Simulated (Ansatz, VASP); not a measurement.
# GaN: VASP beside Ansatz

```
CELL_PARAMETERS angstrom
0.04335 2.24732 2.24732
2.24732 0.04335 2.24732
2.24732 2.24732 0.04335
ATOMIC_POSITIONS crystal
Ga 0.00151 0.00151 0.00151
N 0.24849 0.24849 0.24849
```

Change from the starting cell: epitaxial_111 strain -2.0%.

Alike in both runs: task single point; functional r2SCAN; k mesh 10 × 10 × 10; no spin polarisation.

|  | VASP | Ansatz |
| --- | --- | --- |
| version | VASP 6.6.1 | Ansatz 0.2.0 |
| potentials or method | VASP PAW PBE potentials, release 64 (Ga_d, N_h) | plane waves, PAW |
| plane-wave cutoff (eV) | 1460 | 500 |
| occupations | gaussian, width 0.01 eV | fixed |
| valence electrons in the cell | 18 | 18 |

```csv
,VASP,Ansatz,Ansatz less VASP
gap on the k mesh at the Fermi level (eV),2.27,2.28,+0.011
pressure (GPa),7.8,6.6,-1.20
"traceless stress, the component that is largest in VASP (GPa)",-3.32,-3.31,+0.007
rms of the force components (eV/Å),0.005,0.000,-0.0047
```

VASP's potentials were made for PBE, not for r2SCAN. Atom by atom the forces differ by 0.005 eV/Å (rms over components).
